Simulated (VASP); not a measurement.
Write the native input for VASP 6.6.1 that does the following.

```yaml
Task: single point
Functional: RPBE
Potentials_or_basis: VASP PAW PBE potentials, release 64 (Pd, B)
Cutoff: 520 eV
k_mesh: 9 × 6 × 5
Occupations: fermi-dirac, width 0.05 eV
Spin: no spin polarisation
Dipole_correction: no
Further_INCAR_settings: ALGO = Fast; EDIFF = 1e-07; NBANDS = 30
```

The structure of BPd4 lies in POSCAR:

```
BPd4
1.0
    2.8920299704      0.0000000000      0.0000000000
    0.0000000000      4.3650077954      0.0000000000
    0.0000000000      0.0000000000      5.8563150000
Pd B
4 1
Direct
    0.5000000000      0.0000000000      0.1975780000
    0.0000000000      0.0000000000      0.6194700000
    0.0000000000      0.5000000000      0.3291640000
    0.5000000000      0.5000000000      0.8675610000
    0.5000000000      0.0000000000      0.8632270000
```

The input as run:

INCAR

```
ALGO     = Fast           # electronic algorithm
EDIFF    = 1E-7           # SCF threshold, eV
ENCUT    = 520            # plane-wave cutoff, eV
GGA      = RP             # functional
ISIF     = 2              # what is computed and relaxed
ISMEAR   = -1             # smearing method
LASPH    = True           # aspherical terms in the spheres
LCHARG   = True           # write CHGCAR
LELF     = True           # ELF
LREAL    = False          # projectors in reciprocal space
LVHAR    = True         
LWAVE    = False          # write WAVECAR
NBANDS   = 30             # bands
NELM     = 60             # most SCF steps
PREC     = Accurate       # precision mode
SIGMA    = 0.05           # smearing width, eV
```

KPOINTS

```
k-points
0
Gamma
  9 6 5
```

Potentials or basis: VASP PAW PBE potentials, release 64 (Pd, B).

The run is started by

```console
$ cat potpaw_PBE.64/Pd/POTCAR potpaw_PBE.64/B/POTCAR > POTCAR
$ mpirun -np 1 vasp_std > vasp.out
```

Results of the run:

```yaml
Pressure: 2.8 GPa
Largest_force: 0.212 eV/Å
```

Caveat: the PAW data sets were made with another functional, which shifts forces and pressure a little.

It took 81 s on 1 thread of Intel(R) Xeon(R) 6975P-C (Granite Rapids), on a shared host, peak memory 0.25 GiB.
